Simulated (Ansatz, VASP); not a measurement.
# One calculation of MgO, two programs

The input INCAR:

```
SYSTEM = MgO
  PREC = Accurate
  ENCUT = 520
  EDIFF = 1E-7
  ISMEAR = 0
  SIGMA = 0.05
  LREAL = .False.
  LASPH = .True.
  NELM = 60
  ALGO = Normal
  ISIF = 2
  LWAVE = .False.
  LCHARG = .False.
  GGA = PE
  NBANDS = 16
```

File KPOINTS:

```
Automatic mesh
0
Gamma
  6 6 6
  0 0 0
```

File POSCAR:

```
MgO
1.0
    3.4863778627      0.0000000000      0.0000000000
   -1.7431889314      2.9740024193      0.0000000000
    0.0000000000      0.0000000000      4.1780412200
Mg O
2 2
Direct
    0.6666666667      0.3333333333      0.7500000000
    0.3333333333      0.6666666667      0.2500000000
    0.6666666667      0.3333333333      0.2500000000
    0.3333333333      0.6666666667      0.7500000000
```

Input for Ansatz:

```yaml
crystal:
  lattice:
    - [3.4863778627, 0.0, 0.0]
    - [-1.7431889314, 2.9740024193, 0.0]
    - [0.0, 0.0, 4.17804122]
  atoms:
    - { symbol: Mg, position: [0.6666666667, 0.3333333333, 0.75] }
    - { symbol: Mg, position: [0.3333333333, 0.6666666667, 0.25] }
    - { symbol: O, position: [0.6666666667, 0.3333333333, 0.25] }
    - { symbol: O, position: [0.3333333333, 0.6666666667, 0.75] }
basis:
  ecutwfc: 420
kpoints:
  mp_grid: { grid: [6, 6, 6] }
hamiltonian:
  xc: pbe
scf:
  occupations: { method: gaussian, width: 0.05 }
output:
  forces: true
  stress: true
  eigenvalues: true
```

Change from the starting cell: strain -0.0150 x Voigt [0, 1, 0, 0, 0, 0], atoms carried along.

Alike in both runs: task single point; functional PBE; k mesh 6 × 6 × 6; occupations gaussian, width 0.05 eV; no spin polarisation.

|  | VASP | Ansatz |
| --- | --- | --- |
| version | VASP 6.6.1 | Ansatz 0.2.0 |
| potentials or method | VASP PAW PBE potentials, release 64 (Mg, O), cutoff 520 eV | scalar-relativistic, plane waves, PAW |
| valence electrons in the cell | 16 | 32 |

VASP gave:

```
gap on the k mesh at the Fermi level (eV)                     : 3.51
least direct gap on the mesh (eV)                             : 3.51
pressure (GPa)                                                : 6.3
traceless stress, the component that is largest in VASP (GPa) : 1.61
rms of the force components (eV/Å)                            : 0.086
```

Task: Which values does Ansatz return?

Result: gap on the k mesh at the Fermi level (eV): 3.52; least direct gap on the mesh (eV): 3.52; pressure (GPa): 6.7; traceless stress, the component that is largest in VASP (GPa): 1.54; rms of the force components (eV/Å): 0.085.

Atom by atom the forces differ by 0.001 eV/Å (rms over components). The functional is the same, so the differences come from potentials, cutoffs and numerics. VASP's potentials hold 16 valence electrons a cell and Ansatz's 32, so a difference there can come from the potentials and not from the codes.
